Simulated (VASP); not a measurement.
PbI2, 3 atoms in the cell. The structure is trigonal, space group P-3m1 (No. 164). Conventional cell: a = 4.555 Å, b = 4.555 Å, c = 7.093 Å, α = 90.00°, β = 90.00°, γ = 120.00°. Within 4.3 Å of Pb (site symmetry -3m) lie 6 I at 3.23 Å. Within 4.3 Å of I (site symmetry 3m) lie 3 Pb at 3.23 Å and 3 I at 4.25 Å. 

```yaml
Program: VASP 6.6.1
Task: single point
Functional: PBE
Potentials_or_basis: VASP PAW PBE potentials, release 64 (Pb_d, I)
Cutoff: 500 eV
k_mesh: 6 × 6 × 4
Occupations: fermi-dirac, width 0.05 eV
Spin: no spin polarisation
Dipole_correction: no
Further_INCAR_settings: ALGO = Normal; EDIFF = 1e-06; NBANDS = 21
```

Potentials or basis: VASP PAW PBE potentials, release 64 (Pb_d, I).

Run with:

```bash
$ cat potpaw_PBE.64/Pb_d/POTCAR potpaw_PBE.64/I/POTCAR > POTCAR
$ mpirun -np 1 vasp_std > vasp.out
```

Hardware: 1 thread of Intel Xeon 8259CL (shared host).

Q: Estimate the wall time of this run.

A: It took 79 s on 1 thread of Intel Xeon 8259CL, with other jobs on the host, peak memory 0.27 GiB. Counts: scf iterations 12, k points 24.
